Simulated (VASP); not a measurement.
Set up this calculation in VASP 6.6.1, as the native input.

| Quantity | Value |
| --- | --- |
| Task | single point |
| Functional | BLYP |
| Dispersion | D4 |
| Potentials or basis | VASP PAW PBE potentials, release 64 (V_sv) |
| Cutoff | 520 eV |
| k mesh | 12 × 12 × 12 |
| Occupations | fermi-dirac, width 0.05 eV |
| Spin | collinear spin, ferromagnetic start |
| Starting moments | [2.0] μB |
| Dipole correction | no |
| Further INCAR settings | ALGO = Normal; EDIFF = 1e-07; NBANDS = 16 |

The structure of V lies in POSCAR:

```
V
1.0
   -1.4907258261      1.4907258261      1.4907258261
    1.4907258261     -1.4907258261      1.4907258261
    1.4907258261      1.4907258261     -1.4907258261
V
1
Direct
    0.0000000000      0.0000000000      0.0000000000
```

One way to write it, as run:

INCAR

```
SYSTEM = V
AGGAC = 1.0
AGGAX = 1.0
ALDAC = 0.0
ALDAX = 1.0
ALGO = Normal
EDIFF = 1E-7
ENCUT = 520
GGA = B5
ISIF = 2
ISMEAR = -1
ISPIN = 2
IVDW = 13
LASPH = .True.
LCHARG = .True.
LELF = .True.
LMAXMIX = 4
LORBIT = 11
LREAL = .False.
LVHAR = .True.
LWAVE = .False.
MAGMOM = 2
NBANDS = 16
NELM = 150
PREC = Accurate
SIGMA = 0.05
VDW_A1 = 0.44488865
VDW_A2 = 4.0933009
VDW_S6 = 1.0
VDW_S8 = 2.34076671
```

KPOINTS

```
k-points
0
Gamma
  12 12 12
  0 0 0
```

Potentials or basis: VASP PAW PBE potentials, release 64 (V_sv).

Run with:

```console
$ cat potpaw_PBE.64/V_sv/POTCAR > POTCAR
$ mpirun -np 1 vasp_std > vasp.out
```

Results of the run:

```
Pressure                                              : 0.3 GPa
Net moment                                            : 0.00 μB per cell
Valence electrons inside the program's atomic spheres : V 11.74
Dispersion energy per atom                            : -0.631 eV
```

Caveat: the moments typed at the start vanished in this run; the PAW data sets were made with another functional, which shifts forces and pressure a little.

Run time: 73 s on 1 thread of Intel Xeon 8259CL, with other jobs on the host, peak memory 0.15 GiB.
